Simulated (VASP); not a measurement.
# Y (Pm-3m) in VASP: relaxation of cell and atoms with r2SCAN

Aim: the relaxation of cell and atoms of Y with r2SCAN.

Program: VASP 6.6.1. These are calculated values, not measurements. Logs are shortened: lines on timing, memory, paths and dates and some standing lists are left out, and cuts for length are marked.

### 1 The cell of the first run

It takes space group Pm-3m (No. 221, cubic). The conventional cell has a = 3.310 Å, b = 3.310 Å, c = 3.310 Å, α = 90.00°, β = 90.00°, γ = 90.00°. Y (site symmetry m-3m) has 6 Y at 3.31 Å within 4.4 Å.

This isn't the form of Y at room conditions, which is hcp.

### 2 Relaxation of cell and atoms, r2SCAN

The input, POSCAR:

```
Y
1.0
    3.3100000000      0.0000000000      0.0000000000
    0.0000000000      3.3100000000      0.0000000000
    0.0000000000      0.0000000000      3.3100000000
Y
1
Direct
    0.0000000000      0.0000000000      0.0000000000
```

The input, INCAR.step1:

```
SYSTEM = Y
PREC = Accurate
ENCUT = 600
ISMEAR = 0
SIGMA = 0.05
LREAL = .False.
LASPH = .True.
NELM = 80
GGA = PE
ALGO = Normal
EDIFF = 1E-4
LWAVE = .True.
LCHARG = .False.
```

The input, INCAR.step2:

```
SYSTEM = Y
PREC = Accurate
ENCUT = 600
EDIFF = 1E-6
ISMEAR = 0
SIGMA = 0.05
LREAL = .False.
LASPH = .True.
NELM = 80
ALGO = Normal
ISIF = 3
LWAVE = .False.
LCHARG = .False.
METAGGA = R2SCAN
LMIXTAU = .True.
IBRION = 2
NSW = 80
EDIFFG = -0.03
ISTART = 1
```

The input, KPOINTS:

```
regular mesh
0
Gamma
  13 13 13
  0 0 0
```

Potentials or basis: VASP PAW PBE potentials, release 64 (Y_sv).

Run with:

```console
> cat potpaw_PBE.64/Y_sv/POTCAR > POTCAR
> cp INCAR.step1 INCAR
> mpirun -np 1 vasp_std > vasp.out
> cp INCAR.step2 INCAR
> mpirun -np 1 vasp_std > vasp.out
```

OUTCAR:

```text
SYSTEM = Y
   PREC = Accurate
   ENCUT = 600
   EDIFF = 1E-6
   ISMEAR = 0
   LREAL = .False.
   LASPH = .True.
   NELM = 80
   ISIF = 3
   METAGGA = R2SCAN
   IBRION = 2
   NSW = 80
   EDIFFG = -0.03
   ISTART = 1

 ion  position               nearest neighbor table
   1  0.000  0.000  0.000-

  LATTYP: Found a simple cubic cell.
 ALAT       =     3.3100000000

  Lattice vectors:

 A1 = (   3.3100000000,   0.0000000000,   0.0000000000)
 A2 = (   0.0000000000,   3.3100000000,   0.0000000000)
 A3 = (   0.0000000000,   0.0000000000,   3.3100000000)

Analysis of symmetry for initial positions (statically):
=====================================================================
 Subroutine PRICEL returns:
 Original cell was already a primitive cell.

 Routine SETGRP: Setting up the symmetry group for a
 simple cubic supercell.

 Subroutine GETGRP returns: Found 48 space group operations
 (whereof 48 operations were pure point group operations)
 out of a pool of 48 trial point group operations.

The static configuration has the point symmetry O_h .

Analysis of symmetry for dynamics (positions and initial velocities):
=====================================================================
 Subroutine PRICEL returns:
 Original cell was already a primitive cell.

 Routine SETGRP: Setting up the symmetry group for a
 simple cubic supercell.

 Subroutine GETGRP returns: Found 48 space group operations
 (whereof 48 operations were pure point group operations)
 out of a pool of 48 trial point group operations.

The dynamic configuration has the point symmetry O_h .

 Subroutine INISYM returns: Found 48 space group operations
 (whereof 48 operations are pure point group operations),
 and found     1 'primitive' translations

----------------------------------------------------------------------------------------

                                     Primitive cell

  volume of cell :      36.2647

  direct lattice vectors                    reciprocal lattice vectors
     3.310000000  0.000000000  0.000000000     0.302114804  0.000000000  0.000000000
     0.000000000  3.310000000  0.000000000     0.000000000  0.302114804  0.000000000
     0.000000000  0.000000000  3.310000000     0.000000000  0.000000000  0.302114804

  length of vectors
     3.310000000  3.310000000  3.310000000     0.302114804  0.302114804  0.302114804

  position of ions in fractional coordinates (direct lattice)
     0.000000000  0.000000000  0.000000000

  ion indices of the primitive-cell ions
   primitive index   ion index
                 1           1

----------------------------------------------------------------------------------------

 KPOINTS: regular mesh

Automatic generation of k-mesh.
 Grid dimensions read from file:
 generate k-points for:   13   13   13

 Generating k-lattice:

  Cartesian coordinates                     Fractional coordinates (reciprocal lattice)
     0.023239600  0.000000000  0.000000000     0.076923077  0.000000000  0.000000000
     0.000000000  0.023239600  0.000000000     0.000000000  0.076923077  0.000000000
     0.000000000  0.000000000  0.023239600     0.000000000  0.000000000  0.076923077

  Length of vectors
     0.023239600  0.023239600  0.023239600

  Shift w.r.t. Gamma in fractional coordinates (k-lattice)
     0.000000000  0.000000000  0.000000000

 Subroutine IBZKPT returns following result:
 ===========================================

 Found     84 irreducible k-points:

 Following reciprocal coordinates:
            Coordinates               Weight
  0.000000  0.000000  0.000000      1.000000
  0.076923  0.000000  0.000000      6.000000
  0.153846  0.000000  0.000000      6.000000
  0.230769  0.000000  0.000000      6.000000
  0.307692  0.000000  0.000000      6.000000
  0.384615  0.000000  0.000000      6.000000
[... 16 lines left out ...]
  0.307692  0.307692  0.000000     12.000000
  0.384615  0.307692  0.000000     24.000000
 [... further k-points ...]
   k-points           NKPTS =     84   k-points in BZ     NKDIM =     84   number of bands    NBANDS=      9
   number of dos      NEDOS =    301   number of ions     NIONS =      1
   total plane-waves  NPLWV =  21952
   dimension x,y,z NGX =    28 NGY =   28 NGZ =   28
   dimension x,y,z NGXF=    56 NGYF=   56 NGZF=   56
   ions per type =               1
   NGX,Y,Z   is equivalent  to a cutoff of  14.06, 14.06, 14.06 a.u.
   NGXF,Y,Z  is equivalent  to a cutoff of  28.13, 28.13, 28.13 a.u.
 SYSTEM =  Y
   PREC   = accura    normal or accurate (medium, high low for compatibility)
   ISTART =      1    job   : 0-new  1-cont  2-samecut
   ICHARG =      0    charge: 1-file 2-atom 10-const
   ISPIN  =      1    spin polarized calculation?
   LNONCOLLINEAR =      F non collinear calculations
   LSORBIT =      F    spin-orbit coupling
   LASPH  =      T    aspherical Exc in radial PAW
   ENCUT  =  600.0 eV  44.10 Ry    6.64 a.u.   6.61  6.61  6.61*2*pi/ulx,y,z
   NELM   =     80;   NELMIN=  2; NELMDL=  0     # of ELM steps
   EDIFF  = 0.1E-05   stopping-criterion for ELM
   LREAL  =      F    real-space projection
   EDIFFG = -.3E-01   stopping-criterion for IOM
   NSW    =     80    number of steps for IOM
   IBRION =      2    ionic relax: 0-MD 1-quasi-New 2-CG
   NFREE  =      1    steps in history (QN), initial steepest desc. (CG)
   ISIF   =      3    stress and relaxation
   ISYM   =      2    0-nonsym 1-usesym 2-fastsym
   POTIM  = 0.5000    time-step for ionic-motion
   TEBEG  =    0.0;   TEEND  =   0.0 temperature during run
   PSTRESS=    0.0 pullay stress
   NELECT =      11.0000    total number of electrons
   NUPDOWN=      -1.0000    fix difference up-down
   EMIN   =  10.00;   EMAX   =-10.00  energy-range for DOS
   EFERMI =   0.00;   METHOD = LEGACY
   ISMEAR =     0;   SIGMA  =   0.05  broadening in eV -4-tet -1-fermi 0-gaus
   EFERMI_NEDOS =   21; number of points for ismear=-14 and -15
   IALGO  =     38    algorithm
   IMIX   =      4    mixing-type and parameters
     AMIX     =   0.40;   BMIX     =  1.00
     AMIX_MAG =   1.60;   BMIX_MAG =  1.00
  volume/ion in A,a.u.               =      36.26       244.73
  Fermi-wavevector in a.u.,A,eV,Ry     =   1.099962  2.078627 16.461916  1.209917
  Thomas-Fermi vector in A             =   2.236365
   LORBIT       =      0    0 simple, 1 ext, 2 COOP (PROOUT), +10 PAW based schemes
   METAGGA = R2SCAN    functional components
   LHFCALC =     F    Hartree Fock is set to
   AEXX    =    0.0000 exact exchange contribution
   IVDW    =     0    specifies the selected vdW correction
   LEPSILON=     F    determine dielectric tensor
   LRPA    =     F    only Hartree local field effects (RPA)
 conjugate gradient relaxation of ions
 non-spin polarized calculation
 Gauss-broadening in eV      SIGMA  =   0.05
  energy-cutoff  :      600.00
  volume of cell :       36.26
 maximum number of plane-waves:      1229
 NGX is ok and might be reduce to    28
   NGX = 13   NGY = 13   NGZ = 13

--------------------------------------- Ionic step        1  -------------------------------------------

 number of electron      10.9999999 magnetization

 Free energy of the ion-electron system (eV)
  ---------------------------------------------------
  ext. energy  EPLUGINS =         0.00000000
  ---------------------------------------------------
  free energy    TOTEN  =       -19.40537404 eV

  energy without entropy =      -19.40231861  energy(sigma->0) =      -19.40384633

------------------------ aborting loop because EDIFF is reached ----------------------------------------

  FORCE on cell =-STRESS in cart. coord.  units (eV):
  Direction    XX          YY          ZZ          XY          YZ          ZX
  --------------------------------------------------------------------------------------
  -------------------------------------------------------------------------------------
  Total       -0.2184911     -0.2184911     -0.2184911     -0.0000000      0.0000000     -0.0000000
  in kB       -9.6529576     -9.6529576     -9.6529576     -0.0000000      0.0000000     -0.0000000
  external PRESSURE =      -9.6529576 kB  Pullay stress =       0.0000000 kB
[... 55 lines left out ...]
  energy  without entropy=      -19.4063683550  energy(sigma->0) =      -19.40811622

--------------------------------------- Ionic step        3  -------------------------------------------

 number of electron      10.9999999 magnetization

 Free energy of the ion-electron system (eV)
  ---------------------------------------------------
  ext. energy  EPLUGINS =         0.00000000
  ---------------------------------------------------
  free energy    TOTEN  =       -19.41010621 eV

  energy without entropy =      -19.40655187  energy(sigma->0) =      -19.40832904

 E-fermi :   2.8769     XC(G=0):  -9.7792

 val. band max:        2.8639415630   @ k =   0.3077   0.3077   0.0769
 cond. band min:       2.8815634723   @ k =   0.4615   0.3846   0.0000
 fundamental gap:      0.0176219094
 Fermi energy:         2.8769129438

 k-point     1 :       0.0000    0.0000    0.0000
  band No.  band energies     occupation
      1     -41.8325      2.00000
      2     -20.8239      2.00000
      3     -20.8239      2.00000
      4     -20.8239      2.00000
      5      -1.9306      2.00000
      6       2.2727      2.00000
      7       2.2727      2.00000
      8       8.2747      0.00000
      9       8.2747      0.00000
[... 265 lines left out ...]
 k-point    24 :       0.3846    0.3077    0.0000
  band No.  band energies     occupation
      1     -41.7255      2.00000
      2     -21.3846      2.00000
      3     -21.2345      2.00000
      4     -20.7260      2.00000
      5       1.1509      2.00000
      6       2.5976      2.00000
      7       4.8219      0.00000
      8       5.6338      0.00000
      9       6.3240      0.00000

 [... further k-points ...]
[... 5 lines left out ...]
  --------------------------------------------------------------------------------------
  -------------------------------------------------------------------------------------
  Total       -0.0129376     -0.0129376     -0.0129376      0.0000000     -0.0000000      0.0000000
  in kB       -0.5944121     -0.5944121     -0.5944121      0.0000000     -0.0000000      0.0000000
  external PRESSURE =      -0.5944121 kB  Pullay stress =       0.0000000 kB
[... 16 lines left out ...]
  FREE ENERGIE OF THE ION-ELECTRON SYSTEM (eV)
  ---------------------------------------------------
  free  energy   TOTEN  =       -19.4101062111 eV

  energy  without entropy=      -19.4065518672  energy(sigma->0) =      -19.40832904

 reached required accuracy - stopping structural energy minimisation
```

Wall time 3.5 min (1 thread of Intel Xeon Platinum 8488C (Sapphire Rapids), shared host); peak memory 0.2 GiB.

What came out:

- Free energy: -19.4101 eV
- Relaxed volume: 34.87 Å³/atom
- Relaxed cell: a = 3.267 Å, b = 3.267 Å, c = 3.267 Å, α = 90.00°, β = 90.00°, γ = 90.00°
- Space group after relaxing (to 0.1 Å): Pm-3m (No. 221)
- Energy gained by relaxing: 4.7 meV/atom
- Ionic steps: 3
- Pressure after relaxing: -0.1 GPa
- Band gap on the k mesh: zero (an odd number of electrons rules out a gap without spin polarisation)

Step by step:
```csv
step,energy change (eV),largest force (eV/Å),pressure (GPa),volume (Å³)
1,0.0000,0.0000,-0.97,36.26
2,-0.0045,0.0000,-0.23,35.13
3,-0.0047,0.0000,-0.06,34.87
```

Final structure:
```
Y
1.0
     3.26707    0.00000    0.00000
     0.00000    3.26707    0.00000
     0.00000    0.00000    3.26707
Y
1
Direct
  0.00000 0.00000 0.00000
```

Levels at points of the mesh, in eV from the Fermi level:
```
           k point  band 2  band 3  band 4  band 5  band 6  band 7  band 8  band 9
(0.00, 0.00, 0.00)  -23.70  -23.70  -23.70   -4.81   -0.60   -0.60    5.40    5.40
```

Caveat: the PAW data sets were made with another functional, which shifts forces and pressure a little.
